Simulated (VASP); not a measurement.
# K (I4/mmm) in VASP: further runs

The runs below take K through single point, with PBEsol.

Program: VASP 6.6.1. These are calculated values, not measurements. Logs are shortened: lines on timing, memory, paths and dates and some standing lists are left out, and cuts for length are marked.

**1. The cell of the first run**

Symmetry: I4/mmm, No. 139, tetragonal system. The conventional cell has a = 5.236 Å, b = 5.236 Å, c = 5.393 Å, α = 90.00°, β = 90.00°, γ = 90.00°.

**2. Single point, PBEsol (strain +0.000 along x and y, +0.030 along z)**

Input file INCAR:

```
SYSTEM = K
  ALGO = Normal
  EDIFF = 1E-6
  ENCUT = 520
  GGA = PS
  ISIF = 2
  ISMEAR = 0
  LASPH = .TRUE.
  LCHARG = .FALSE.
  LREAL = .FALSE.
  LWAVE = .FALSE.
  NBANDS = 10
  NELM = 100
  PREC = Accurate
  SIGMA = 0.15
```

Input file KPOINTS:

```
k-points
0
G
  14 14 14
  0 0 0
```

Input file POSCAR:

```
K
1.0
   -2.6180000000      2.6180000000      2.6965400000
    2.6180000000     -2.6180000000      2.6965400000
    2.6180000000      2.6180000000     -2.6965400000
K
1
Direct
    0.0000000000      0.0000000000      0.0000000000
```

Potentials or basis: VASP PAW PBE potentials, release 64 (K_sv).

Started as:

```sh
cat potpaw_PBE.64/K_sv/POTCAR > POTCAR
mpirun -np 1 vasp_std > vasp.out
```

OUTCAR:

```text
SYSTEM = K
   EDIFF = 1E-6
   ENCUT = 520
   GGA = PS
   ISIF = 2
   ISMEAR = 0
   LASPH = .TRUE.
   LREAL = .FALSE.
   NELM = 100
   PREC = Accurate

 ion  position               nearest neighbor table
   1  0.000  0.000  0.000-

  LATTYP: Found a body centered tetragonal cell.
 ALAT       =     5.2360000000
 C/A-ratio  =     1.0300000000

  Lattice vectors:

 A1 = (  -2.6180000000,   2.6180000000,   2.6965400000)
 A2 = (   2.6180000000,  -2.6180000000,   2.6965400000)
 A3 = (   2.6180000000,   2.6180000000,  -2.6965400000)

Analysis of symmetry for initial positions (statically):
=====================================================================
 Subroutine PRICEL returns:
 Original cell was already a primitive cell.

 Routine SETGRP: Setting up the symmetry group for a
 body centered tetragonal supercell.

 Subroutine GETGRP returns: Found 16 space group operations
 (whereof 16 operations were pure point group operations)
 out of a pool of 16 trial point group operations.

The static configuration has the point symmetry D_4h.

Analysis of symmetry for dynamics (positions and initial velocities):
=====================================================================
 Subroutine PRICEL returns:
 Original cell was already a primitive cell.

 Routine SETGRP: Setting up the symmetry group for a
 body centered tetragonal supercell.

 Subroutine GETGRP returns: Found 16 space group operations
 (whereof 16 operations were pure point group operations)
 out of a pool of 16 trial point group operations.

The dynamic configuration has the point symmetry D_4h.

 Subroutine INISYM returns: Found 16 space group operations
 (whereof 16 operations are pure point group operations),
 and found     1 'primitive' translations

----------------------------------------------------------------------------------------

                                     Primitive cell

  volume of cell :      73.9275

  direct lattice vectors                    reciprocal lattice vectors
    -2.618000000  2.618000000  2.696540000     0.000000000  0.190985485  0.185422801
     2.618000000 -2.618000000  2.696540000     0.190985485  0.000000000  0.185422801
     2.618000000  2.618000000 -2.696540000     0.190985485  0.190985485  0.000000000

  length of vectors
     4.580303044  4.580303044  4.580303044     0.266189915  0.266189915  0.270094263

[... 77 lines left out ...]
   NELM   =    100;   NELMIN=  2; NELMDL= -5     # of ELM steps
   EDIFF  = 0.1E-05   stopping-criterion for ELM
   LREAL  =      F    real-space projection
   EDIFFG = 0.1E-04   stopping-criterion for IOM
   NSW    =      0    number of steps for IOM
   IBRION =     -1    ionic relax: 0-MD 1-quasi-New 2-CG
   NFREE  =      0    steps in history (QN), initial steepest desc. (CG)
   ISIF   =      2    stress and relaxation
   ISYM   =      2    0-nonsym 1-usesym 2-fastsym
   POTIM  = 0.5000    time-step for ionic-motion
   TEBEG  =    0.0;   TEEND  =   0.0 temperature during run
   PSTRESS=    0.0 pullay stress
   NELECT =       9.0000    total number of electrons
   NUPDOWN=      -1.0000    fix difference up-down
   EMIN   =  10.00;   EMAX   =-10.00  energy-range for DOS
   EFERMI =   0.00;   METHOD = LEGACY
   ISMEAR =     0;   SIGMA  =   0.15  broadening in eV -4-tet -1-fermi 0-gaus
   EFERMI_NEDOS =   21; number of points for ismear=-14 and -15
   IALGO  =     38    algorithm
   IMIX   =      4    mixing-type and parameters
     AMIX     =   0.40;   BMIX     =  1.00
     AMIX_MAG =   1.60;   BMIX_MAG =  1.00
  volume/ion in A,a.u.               =      73.93       498.89
  Fermi-wavevector in a.u.,A,eV,Ry     =   0.811373  1.533272  8.957060  0.658325
  Thomas-Fermi vector in A             =   1.920720
   LORBIT       =      0    0 simple, 1 ext, 2 COOP (PROOUT), +10 PAW based schemes
   GGA     = PS    functional components
   LHFCALC =     F    Hartree Fock is set to
   AEXX    =    0.0000 exact exchange contribution
   IVDW    =     0    specifies the selected vdW correction
   LEPSILON=     F    determine dielectric tensor
   LRPA    =     F    only Hartree local field effects (RPA)
 non-spin polarized calculation
 Gauss-broadening in eV      SIGMA  =   0.15
  energy-cutoff  :      520.00
  volume of cell :       73.93
 maximum number of plane-waves:      2014
 NGX is ok and might be reduce to    36
   NGX = 17   NGY = 17   NGZ = 17

 number of electron       9.0000001 magnetization

 Free energy of the ion-electron system (eV)
  ---------------------------------------------------
  ext. energy  EPLUGINS =         0.00000000
  ---------------------------------------------------
  free energy    TOTEN  =        -1.13638730 eV

  energy without entropy =       -1.12761146  energy(sigma->0) =       -1.13199938

 E-fermi :  -0.1779     XC(G=0):  -5.6836

 val. band max:       -0.1804297972   @ k =  -0.2143   0.4286   0.1429
 cond. band min:      -0.1760450825   @ k =   0.5000   0.2857  -0.0000
 fundamental gap:      0.0043847147
 Fermi energy:        -0.1778960665

 k-point     1 :       0.0000    0.0000    0.0000
  band No.  band energies     occupation
      1     -32.1748      2.00000
      2     -15.6849      2.00000
      3     -15.6849      2.00000
      4     -15.6848      2.00000
      5      -2.3287      2.00000
      6       4.0676      0.00000
      7       4.0676      0.00000
      8       4.2115      0.00000
      9       4.9324      0.00000
     10       5.1253      0.00000
[... 287 lines left out ...]
 k-point    24 :       0.2857    0.1429    0.0000
  band No.  band energies     occupation
      1     -32.1712      2.00000
      2     -15.7386      2.00000
      3     -15.7056      2.00000
      4     -15.6884      2.00000
      5      -0.7071      2.00000
      6       1.8161      0.00000
      7       2.8143      0.00000
      8       4.6039      0.00000
      9       5.0439      0.00000
     10       5.4672      0.00000

 [... further k-points ...]
[... 5 lines left out ...]
  --------------------------------------------------------------------------------------
  -------------------------------------------------------------------------------------
  Total       -0.0665709     -0.0665709     -0.0754901      0.0000000      0.0000000      0.0000000
  in kB       -1.4427431     -1.4427431     -1.6360419      0.0000000      0.0000000      0.0000000
  external PRESSURE =      -1.5071760 kB  Pullay stress =       0.0000000 kB

 VOLUME and BASIS-vectors are now :
 -----------------------------------------------------------------------------
  energy-cutoff  :      520.00
  volume of cell :       73.93
      direct lattice vectors                 reciprocal lattice vectors
    -2.618000000  2.618000000  2.696540000     0.000000000  0.190985485  0.185422801
     2.618000000 -2.618000000  2.696540000     0.190985485  0.000000000  0.185422801
     2.618000000  2.618000000 -2.696540000     0.190985485  0.190985485  0.000000000

 POSITION                                       TOTAL-FORCE (eV/Angst)
 -----------------------------------------------------------------------------------
      0.00000      0.00000      0.00000        -0.000000      0.000000     -0.000000
 -----------------------------------------------------------------------------------
    total drift:                               -0.000000      0.000000      0.000000

  FREE ENERGIE OF THE ION-ELECTRON SYSTEM (eV)
  ---------------------------------------------------
  free  energy   TOTEN  =        -1.1363872998 eV

  energy  without entropy=       -1.1276114580  energy(sigma->0) =       -1.13199938
```

OSZICAR:

```text
N       E                     dE             d eps       ncg     rms          rms(c)
DAV:   1     0.462651813839E+02    0.46265E+02   -0.35799E+03  4880   0.688E+02
DAV:   2     0.480839296611E+00   -0.45784E+02   -0.45145E+02  5244   0.190E+02
DAV:   3    -0.108703342718E+01   -0.15679E+01   -0.15623E+01  7642   0.285E+01
DAV:   4    -0.113729434079E+01   -0.50261E-01   -0.50182E-01  6776   0.420E+00
DAV:   5    -0.113843039728E+01   -0.11361E-02   -0.11359E-02  7498   0.472E-01    0.191E+00
DAV:   6    -0.113672953373E+01    0.17009E-02   -0.33873E-03  7416   0.394E-01    0.124E+00
DAV:   7    -0.113635647491E+01    0.37306E-03   -0.58476E-03  7250   0.480E-01    0.862E-02
DAV:   8    -0.113637233986E+01   -0.15865E-04   -0.40087E-04  6814   0.218E-01    0.277E-02
DAV:   9    -0.113638908179E+01   -0.16742E-04   -0.20238E-05  6202   0.399E-02    0.165E-02
DAV:  10    -0.113638762318E+01    0.14586E-05   -0.60151E-06  7278   0.193E-02    0.298E-03
DAV:  11    -0.113638729979E+01    0.32339E-06   -0.98800E-08  3474   0.293E-03
   1 F= -.11363873E+01 E0= -.11319994E+01  d E =-.877584E-02
```

stdout:

```text
POSCAR found type information on POSCAR K
 POSCAR found :  1 types and       1 ions
 scaLAPACK will be used
 -----------------------------------------------------------------------------
|                                                                             |
|                                                                             |
|     You enforced a specific xc type in the INCAR file but a different       |
|     I HOPE YOU KNOW WHAT YOU ARE DOING!                                     |
|                                                                             |
 -----------------------------------------------------------------------------

 LDA part: xc-table for (Slater+PW92), standard interpolation
 POSCAR, INCAR and KPOINTS ok, starting setup
 FFT: planning ... GRIDC
 FFT: planning ... GRID_SOFT
 FFT: planning ... GRID
 WAVECAR not read
 entering main loop
```

Run time: 43 s. Hardware: 1 thread of Intel Xeon 6975P-C (Granite Rapids), shared host; peak memory 0.32 GiB.

What came out:

```yaml
Free_energy: -1.1364 eV
Pressure: -0.2 GPa
```

Caveat: the cell differs from its parent crystal (strain +0.000 along x and y, +0.030 along z); the PAW data sets were made with another functional, which shifts forces and pressure a little.

**3. Single point, PBEsol (strain +0.000 along x and y, -0.030 along z)**

Input file INCAR:

```
SYSTEM = K
PREC = Accurate ; ENCUT = 520
EDIFF = 1E-6 ; ISMEAR = 0
SIGMA = 0.15 ; LREAL = .False.
LASPH = .True. ; NELM = 100
ALGO = Normal ; ISIF = 2
LWAVE = .False. ; LCHARG = .True.
GGA = PS ; LELF = .True.
LVHAR = .True. ; NBANDS = 10
```

Input file KPOINTS:

```
Automatic mesh
0
Gamma
  14 14 14
  0 0 0
```

Input file POSCAR:

```
K
1.0
   -2.6180000000      2.6180000000      2.5394600000
    2.6180000000     -2.6180000000      2.5394600000
    2.6180000000      2.6180000000     -2.5394600000
K
1
Direct
    0.0000000000      0.0000000000      0.0000000000
```

Potentials or basis: VASP PAW PBE potentials, release 64 (K_sv).

Started as:

```sh
cat potpaw_PBE.64/K_sv/POTCAR > POTCAR
mpirun -np 1 vasp_std > vasp.out
```

Wall time 45 s (1 thread of Intel Xeon 6975P-C (Granite Rapids), shared host); peak memory 0.31 GiB.

Results (log left out):

| Property | Result |
| --- | --- |
| Free energy | -1.1373 eV |
| Pressure | 0.1 GPa |

Levels at points of the mesh, in eV from the Fermi level:
```csv
k point,band 1,band 2,band 3,band 4,band 5,band 6,band 7,band 8,band 9,band 10
"(0.00, 0.00, 0.00)",-31.96,-15.46,-15.46,-15.46,-2.24,4.24,4.41,4.41,5.20,5.41
"(0.50, 0.00, 0.00)",-31.95,-15.55,-15.49,-15.47,0.46,0.74,3.12,5.02,5.90,6.06
"(0.50, 0.50, 0.00)",-31.95,-15.55,-15.49,-15.46,0.40,0.66,3.30,4.91,5.78,6.26
"(0.50, 0.50, 0.50)",-31.95,-15.53,-15.53,-15.52,1.60,1.70,3.50,3.50,3.86,5.87
```

Caveat: the cell differs from its parent crystal (strain +0.000 along x and y, -0.030 along z); the PAW data sets were made with another functional, which shifts forces and pressure a little.

**4. Single point, PBEsol (strain -0.030 along x and y, +0.000 along z)**

Input file INCAR:

```
SYSTEM = K
ALGO = Normal ; EDIFF = 1E-6
ENCUT = 520 ; GGA = PS
ISIF = 2 ; ISMEAR = 0
LASPH = .True. ; LCHARG = .False.
LREAL = .False. ; LWAVE = .False.
NBANDS = 10 ; NELM = 100
PREC = Accurate ; SIGMA = 0.15
```

Input file KPOINTS:

```
k-points
0
Gamma
  14 14 14
  0 0 0
```

Input file POSCAR:

```
K
1.0
   -2.5394600000      2.5394600000      2.6180000000
    2.5394600000     -2.5394600000      2.6180000000
    2.5394600000      2.5394600000     -2.6180000000
K
1
Direct
    0.0000000000      0.0000000000      0.0000000000
```

Started as:

```sh
cat potpaw_PBE.64/K_sv/POTCAR > POTCAR
mpirun -np 1 vasp_std > vasp.out
```

It took 43 s on 1 thread of Intel Xeon 6975P-C (Granite Rapids), shared host; peak memory 0.31 GiB.

It converged, with:

```
Free energy : -1.1355 eV
Pressure    : 0.2 GPa
```

Levels at points of the mesh, in eV from the Fermi level:
```
           k point  band 2  band 3  band 4  band 5  band 6  band 7  band 8  band 9
(0.00, 0.00, 0.00)  -15.44  -15.44  -15.44   -2.28    4.33    4.33    4.48    5.25
(0.50, 0.00, 0.00)  -15.54  -15.47  -15.44    0.42    0.71    3.25    5.01    5.89
(0.50, 0.50, 0.00)  -15.54  -15.48  -15.45    0.48    0.79    3.07    5.15    5.98
(0.50, 0.50, 0.50)  -15.51  -15.51  -15.51    1.57    1.68    3.47    3.83    3.83
```

Caveat: the cell differs from its parent crystal (strain -0.030 along x and y, +0.000 along z); the PAW data sets were made with another functional, which shifts forces and pressure a little.

**5. Summary**

```tsv
cell	gap on the mesh (eV)	pressure (GPa)
a = 4.580 Å, angles 110.3, 110.3, 107.9°, 1 atom	none	-0.2
a = 4.490 Å, angles 108.7, 108.7, 111.1°, 1 atom	none	0.1
a = 4.444 Å, angles 110.3, 110.3, 107.8°, 1 atom	none	0.2
```

Alike in all rows: task single point; level PBEsol; potentials or basis VASP PAW PBE potentials, release 64 (K_sv); no spin polarisation; k mesh 14 × 14 × 14; cutoff (eV) 520; smearing gaussian 0.15 eV.

Caveats: the PAW data sets were made with another functional, which shifts forces and pressure a little.

Absolute energies hang on the potentials; compare differences alone.
